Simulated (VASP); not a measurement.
Write the native input for VASP 6.6.1 that does the following.

```
Task                   : single point
Functional             : PBE
Potentials or basis    : VASP PAW PBE potentials, release 64 (Mn_sv)
Cutoff                 : 680 eV
k mesh                 : 14 × 14 × 10
Occupations            : fermi-dirac, width 0.05 eV
Spin                   : collinear spin, antiferromagnetic start
Starting moments       : [1.799, -1.799] μB
Dipole correction      : no
Further INCAR settings : ALGO = Normal; EDIFF = 1e-06; NBANDS = 26
```

The structure of Mn lies in POSCAR:

```
Mn
1.0
    2.5015930477      0.0000000000      0.0000000000
    0.0000000000      2.5015930477      0.0000000000
    0.0000000000      0.0000000000      3.3632733664
Mn
2
Direct
    1.0000000000      0.0000000000      0.0000000000
    0.5000000000      0.5000000000      0.5000000000
```

One way to write it, as run:

INCAR

```
ALGO = Normal ; EDIFF = 1E-6
ENCUT = 680 ; GGA = PE
GGA_COMPAT = F ; ISIF = 2
ISMEAR = -1 ; ISPIN = 2
LASPH = T ; LCHARG = F
LMAXMIX = 4 ; LORBIT = 11
LREAL = F ; LWAVE = F
MAGMOM = 1.799 -1.799 ; NBANDS = 26
NELM = 200 ; PREC = Accurate
SIGMA = 0.05
```

KPOINTS

```
k-points
0
Gamma
  14 14 10
```

Potentials or basis: VASP PAW PBE potentials, release 64 (Mn_sv).

Command:

```sh
$ cat potpaw_PBE.64/Mn_sv/POTCAR > POTCAR
$ mpirun -np 1 vasp_std > vasp.out
```

Results of the run:

```
Pressure                                              : 12.6 GPa
Band gap on the k mesh                                : zero (filled and empty bands overlap)
Net moment                                            : 0.00 μB per cell
Site moments                                          : Mn +1.18, -1.18 μB
Valence electrons inside the program's atomic spheres : Mn 13.05
```

Caveat: the cell stands under pressure; the antiferromagnetic order is the one typed at the start, and another may lie lower.

Run time: 4.4 min on 1 thread of Intel(R) Xeon(R) Platinum 8175M CPU @ 2.50GHz (Skylake/Cascade Lake), with other jobs on the host, peak memory 0.33 GiB.
